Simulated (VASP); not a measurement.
SnO2: electric field gradients with r2SCAN

SnO2:

```xyz
6
Lattice="4.7880 0.0000 0.0000 0.0000 4.8666 0.0000 0.0000 0.0000 3.2409" Properties=species:S:1:pos:R:3 pbc="T T T"
Sn    2.3940    2.4333    1.6204
Sn    0.0000    0.0000    0.0000
O     1.3974    1.5624    0.0000
O     3.7914    0.8709    1.6204
O     0.9966    3.9957    1.6204
O     3.3906    3.3042    0.0000
```

```json
{"Program": "VASP 6.6.1", "Task": "electric field gradients", "Functional": "r2SCAN", "Potentials or basis": "VASP PAW PBE potentials, release 64 (Sn_d, O)", "Cutoff": "520 eV", "k mesh": "7 × 7 × 10", "Occupations": "fermi-dirac, width 0.01 eV", "Spin": "no spin polarisation", "Dipole correction": "no", "Further INCAR settings": "ALGO = Normal; EDIFF = 1e-08; NBANDS = 35"}
```

| Quantity | Value |
| --- | --- |
| Pressure | -7.3 GPa |
| Largest force | 0.118 eV/Å |
| Band gap on the k mesh | 1.42 eV |
| Largest electric field gradient by atom | Sn -53.5; O -110.1 V/Å² |

Forces in eV/Å, atoms in the order of the input:
```
Sn   0.000  0.000  0.000
Sn   0.000  0.000  0.000
O    0.102 -0.060  0.000
O    0.102  0.060  0.000
O   -0.102 -0.060  0.000
O   -0.102  0.060  0.000
```

Stress tensor (GPa, compression positive):
```
-6.62  0.00  0.00
 0.00 -6.97  0.00
 0.00  0.00 -8.24
```

Levels at points of the mesh, in eV from the valence-band top:
| k point | band 24 | band 25 | band 26 | band 27 | band 28 | band 29 |
| --- | --- | --- | --- | --- | --- | --- |
| (0.00, 0.00, 0.00) | -0.65 | -0.64 | 0.00 | 1.42 | 6.44 | 6.83 |
| (0.00, 0.00, 0.50) | -1.49 | -1.09 | -1.09 | 6.42 | 6.42 | 10.26 |

Electric field gradients, principal values (V/Å²):
```
atom   least  middle  greatest (by size)
1 Sn   8.331  45.186             -53.517
2 Sn   8.331  45.186             -53.517
 3 O  49.377  60.771            -110.148
 4 O  49.377  60.771            -110.148
 5 O  49.377  60.771            -110.148
 6 O  49.377  60.771            -110.148
```

Run time: 25 min on 1 thread of Oxide Virtual Turin-like Processor, on a shared host, peak memory 0.28 GiB.

Caveat: the cell stands under tension; without QUAD_EFG the Cq values of the log hold for a quadrupole moment of 1 mb, not for the nuclei; the PAW data sets were made with another functional, which shifts forces and pressure a little; spin-orbit coupling is left out, which moves the levels of the heavy elements.
